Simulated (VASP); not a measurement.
Input of a VASP 6.6.1 run:

File INCAR:

```
SYSTEM = Si16H5Cl
PREC = Accurate
ENCUT = 520
EDIFF = 1E-6
ISMEAR = 0
SIGMA = 0.02
LREAL = Auto
LASPH = .TRUE.
NELM = 80
ALGO = Normal
ISIF = 2
LWAVE = .FALSE.
LCHARG = .FALSE.
GGA = PE
IVDW = 12
NBANDS = 55
```

Contents of KPOINTS:

```
Automatic mesh
0
G
  2 2 1
  0 0 0
```

Contents of POSCAR:

```
Si16H5Cl
1.0
    7.6791800000      0.0000000000      0.0000000000
    3.8395900000      6.6503650000      0.0000000000
    0.0000000000      0.0000000000     18.4187650000
H Si Cl
5 16 1
Direct
    0.1666666792      0.1666666416      0.0542924566
    0.6666666792      0.1666666416      0.0542924566
    0.1666667168      0.6666665664      0.0542924566
    0.6666667168      0.6666665664      0.0542924566
    0.0029693004      0.0011697102      0.2248003599
    0.1666666792      0.1666666416      0.1357311416
    0.6666666792      0.1666666416      0.1357311416
    0.1666667168      0.6666665664      0.1357311416
    0.6666667168      0.6666665664      0.1357311416
   -0.1678297336      0.3376034248      0.1745347204
    0.3325026673      0.3336132678      0.1753596943
   -0.1698032677      0.8323466456      0.1782446869
    0.3399486267      0.8276168301      0.1806949597
   -0.1776494494      0.3634950864      0.3021389871
    0.3295815031      0.3384705952      0.3030312293
   -0.2020874022      0.8557904717      0.3062398592
    0.3370365467      0.8804978373      0.3136081599
   -0.0112127718      0.0145835605      0.3070510428
    0.4966722297      0.0342142123      0.3742456674
   -0.0061806639      0.5234846508      0.3440066693
    0.4770046083      0.5388553861      0.3155773473
    0.0032562757      0.5031244150      0.4576602177
```

Potentials or basis: VASP PAW PBE potentials, release 64 (H, Si, Cl).

Run with:

```console
$ cat potpaw_PBE.64/H/POTCAR potpaw_PBE.64/Si/POTCAR potpaw_PBE.64/Cl/POTCAR > POTCAR
$ mpirun -np 1 vasp_std > vasp.out
```

Problem. What does it give for the dispersion energy per atom?

Solution. -0.188 eV.

Problem. Predict the band gap on the k mesh.

Solution. 0.45 eV.

Forces in eV/Å, atoms in the order of the input:
```
H   -0.011 -0.130 -0.044
H    0.027  0.022 -0.036
H    0.053  0.109 -0.045
H   -0.078  0.081 -0.089
H   -0.002 -0.009  0.005
Si   0.091 -0.225  0.191
Si  -0.060 -0.079  0.129
Si  -0.162  0.098  0.393
Si   0.147  0.137 -0.494
Si   0.011 -0.008  0.007
Si  -0.007 -0.004  0.010
Si  -0.001 -0.003  0.004
Si  -0.002 -0.004 -0.004
Si  -0.005  0.003 -0.007
Si  -0.004 -0.002 -0.005
Si  -0.006 -0.005  0.005
Si   0.000 -0.003  0.019
Si   0.003  0.017 -0.013
Si   0.004 -0.004 -0.017
Si  -0.003 -0.005  0.045
Si   0.003  0.008  0.002
Cl   0.001  0.005 -0.055
```

Caveat: the k points lie up to 0.47 Å⁻¹ apart; there is no dipole correction, which matters where the two faces differ.
